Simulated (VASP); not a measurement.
# AlN in VASP: notebook, part 2 of 2

VASP 6.6.1.

## Step 6: Single point, PBE (uniaxial x strain -0.5%)

Contents of INCAR:

```
SYSTEM = AlN
ALGO = Normal
EDIFF = 1E-6
ENCUT = 600
GGA = PE
GGA_COMPAT = .FALSE.
ISIF = 2
ISMEAR = 0
LASPH = .TRUE.
LCHARG = .FALSE.
LREAL = .FALSE.
LWAVE = .FALSE.
NBANDS = 11
NELM = 120
PREC = Accurate
SIGMA = 0.01
```

Contents of KPOINTS:

```
k-points
0
G
  6 6 6
  0 0 0
```

Contents of POSCAR:

```
AlN
1.0
    0.0000000000      2.0188684454      2.0188684454
    2.0087741032      0.0000000000      2.0188684454
    2.0087741032      2.0188684454      0.0000000000
Al N
1 1
Direct
    0.0000000000      0.0000000000      0.0000000000
    0.5000000000      0.5000000000      0.5000000000
```

Potentials or basis: VASP PAW PBE potentials, release 64 (Al, N).

Launch:

```bash
$ cat potpaw_PBE.64/Al/POTCAR potpaw_PBE.64/N/POTCAR > POTCAR
$ mpirun -np 1 vasp_std > vasp.out
```

OUTCAR:

```text
SYSTEM = AlN
   EDIFF = 1E-6
   ENCUT = 600
   GGA = PE
   ISIF = 2
   ISMEAR = 0
   LASPH = .TRUE.
   LREAL = .FALSE.
   NELM = 120
   PREC = Accurate

 ion  position               nearest neighbor table
   1  0.000  0.000  0.000-   2 2.01   2 2.01   2 2.02   2 2.02   2 2.02   2 2.02
   2  0.500  0.500  0.500-   1 2.01   1 2.01   1 2.02   1 2.02   1 2.02   1 2.02

  LATTYP: Found a body centered tetragonal cell.
 ALAT       =     2.8551111361
 C/A-ratio  =     1.4071424946

  Lattice vectors:

 A1 = (  -2.0087741032,   0.0000000000,  -2.0188684454)
 A2 = (  -2.0087741032,   0.0000000000,   2.0188684454)
 A3 = (   2.0087741032,   2.0188684454,   0.0000000000)

Analysis of symmetry for initial positions (statically):
=====================================================================
 Subroutine PRICEL returns:
 Original cell was already a primitive cell.

 Routine SETGRP: Setting up the symmetry group for a
 body centered tetragonal supercell.

 Subroutine GETGRP returns: Found 16 space group operations
 (whereof 16 operations were pure point group operations)
 out of a pool of 16 trial point group operations.

The static configuration has the point symmetry D_4h.

[... 165 lines left out ...]
 Fermi energy:        10.1548160870

 k-point     1 :       0.0000    0.0000    0.0000
  band No.  band energies     occupation
      1      -7.5515      2.00000
      2      10.0626      2.00000
      3      10.0989      2.00000
      4      10.0989      2.00000
      5      15.8961      0.00000
      6      22.2568      0.00000
      7      22.2568      0.00000
      8      22.3241      0.00000
      9      27.4449      0.00000
     10      27.8561      0.00000
     11      28.0226      0.00000
[... 309 lines left out ...]
 k-point    24 :       0.3333   -0.3333    0.1667
  band No.  band energies     occupation
      1      -3.4539      2.00000
      2       3.2423      2.00000
      3       5.3170      2.00000
      4       7.3493      2.00000
      5      18.3452      0.00000
      6      19.5545      0.00000
      7      21.7740      0.00000
      8      23.3673      0.00000
      9      28.2684      0.00000
     10      29.4193      0.00000
     11      34.9953      0.00000

 [... further k-points ...]
[... 5 lines left out ...]
  --------------------------------------------------------------------------------------
  -------------------------------------------------------------------------------------
  Total        0.8579105      0.7010441      0.7010441      0.0000000      0.0000000      0.0000000
  in kB       83.9412507     68.5928361     68.5928361      0.0000000      0.0000000      0.0000000
  external PRESSURE =      73.7089743 kB  Pullay stress =       0.0000000 kB

 VOLUME and BASIS-vectors are now :
 -----------------------------------------------------------------------------
  energy-cutoff  :      600.00
  volume of cell :       16.37
      direct lattice vectors                 reciprocal lattice vectors
     0.000000000  2.018868445  2.018868445    -0.248908028  0.247663488  0.247663488
     2.008774103  0.000000000  2.018868445     0.248908028 -0.247663488  0.247663488
     2.008774103  2.018868445  0.000000000     0.248908028  0.247663488 -0.247663488

 POSITION                                       TOTAL-FORCE (eV/Angst)
 -----------------------------------------------------------------------------------
      0.00000      0.00000      0.00000         0.000000     -0.000000      0.000000
      2.00877      2.01887      2.01887         0.000000      0.000000     -0.000000
 -----------------------------------------------------------------------------------
    total drift:                               -0.000000     -0.000000      0.000000

  FREE ENERGIE OF THE ION-ELECTRON SYSTEM (eV)
  ---------------------------------------------------
  free  energy   TOTEN  =       -14.5310853191 eV

  energy  without entropy=      -14.5310853191  energy(sigma->0) =      -14.53108532
```

OSZICAR:

```text
N       E                     dE             d eps       ncg     rms          rms(c)
DAV:   1     0.133274815703E+02    0.13327E+02   -0.42863E+03   684   0.699E+02
DAV:   2    -0.154058054383E+02   -0.28733E+02   -0.27596E+02   820   0.158E+02
DAV:   3    -0.162848397698E+02   -0.87903E+00   -0.87746E+00   803   0.250E+01
DAV:   4    -0.162883695913E+02   -0.35298E-02   -0.35295E-02   770   0.164E+00
DAV:   5    -0.162883955759E+02   -0.25985E-04   -0.25984E-04   779   0.145E-01    0.763E+00
DAV:   6    -0.145519609353E+02    0.17364E+01   -0.74579E+00   769   0.153E+01    0.269E+00
DAV:   7    -0.145365601522E+02    0.15401E-01   -0.19369E-01   720   0.319E+00    0.177E+00
DAV:   8    -0.145313841161E+02    0.51760E-02   -0.16055E-02   720   0.120E+00    0.336E-01
DAV:   9    -0.145310317443E+02    0.35237E-03   -0.14709E-03   785   0.244E-01    0.152E-01
DAV:  10    -0.145310928833E+02   -0.61139E-04   -0.15336E-04   756   0.893E-02    0.457E-02
DAV:  11    -0.145310856030E+02    0.72803E-05   -0.24241E-05   786   0.290E-02    0.806E-03
DAV:  12    -0.145310853191E+02    0.28392E-06   -0.85188E-07   422   0.797E-03
   1 F= -.14531085E+02 E0= -.14531085E+02  d E =-.144827E-17
```

stdout:

```text
POSCAR found type information on POSCAR AlN
 POSCAR found :  2 types and       2 ions
 scaLAPACK will be used
 LDA part: xc-table for (Slater+PW92), standard interpolation
 POSCAR, INCAR and KPOINTS ok, starting setup
 FFT: planning ... GRIDC
 FFT: planning ... GRID_SOFT
 FFT: planning ... GRID
 WAVECAR not read
 entering main loop
```

It took 2.5 s on 1 thread of Intel Xeon 6975P-C (Granite Rapids), shared host; peak memory 0.13 GiB.

Results:

```yaml
Free_energy: -14.5311 eV
Pressure: 7.4 GPa
Band_gap_on_the_k_mesh: 4.65 eV, indirect (least direct gap 5.80 eV)
```

Levels at points of the mesh, in eV from the valence-band top:
```tsv
k point	band 2	band 3	band 4	band 5	band 6	band 7
(0.00, 0.00, 0.00)	-0.04	0.00	0.00	5.80	12.16	12.16
(0.50, 0.00, 0.00)	-8.38	-1.12	-1.10	6.18	11.00	11.12
(0.50, 0.50, 0.00)	-7.47	-2.85	-2.79	4.69	5.29	14.13
(0.00, 0.50, 0.50)	-7.44	-2.86	-2.86	4.65	5.24	14.19
```

Caveat: the k points lie up to 0.45 Å⁻¹ apart; the cell differs from its parent crystal (uniaxial x strain -0.5%). A k mesh can miss the band edges.

## Step 7: The runs side by side

| cell | gap on the mesh (eV) | pressure (GPa) |
| --- | --- | --- |
| a = 2.769 Å, angles 60.0°, 2 atoms | 5.12 | 36.2 |
| a = 2.784 Å, angles 60.0°, 2 atoms | 5.15 | 30.3 |
| a = 2.857, b = 2.857, c = 2.869 Å, angles 59.9, 59.9, 60.3°, 2 atoms | 4.51 | 4.3 |
| a = 2.898, b = 2.898, c = 2.855 Å, angles 60.5, 60.5, 59.0°, 2 atoms | 4.14 | -1.4 |
| a = 2.855, b = 2.848, c = 2.848 Å, angles 60.2, 59.9, 59.9°, 2 atoms | 4.65 | 7.4 |

Alike in all rows: task single point; level PBE; potentials or basis VASP PAW PBE potentials, release 64 (Al, N); no spin polarisation; k mesh 6 × 6 × 6; cutoff (eV) 600; smearing gaussian 0.01 eV.

Caveats: all runs use coarse meshes.

Total energies depend on the potentials used, so only differences within one code and one set of settings carry meaning.
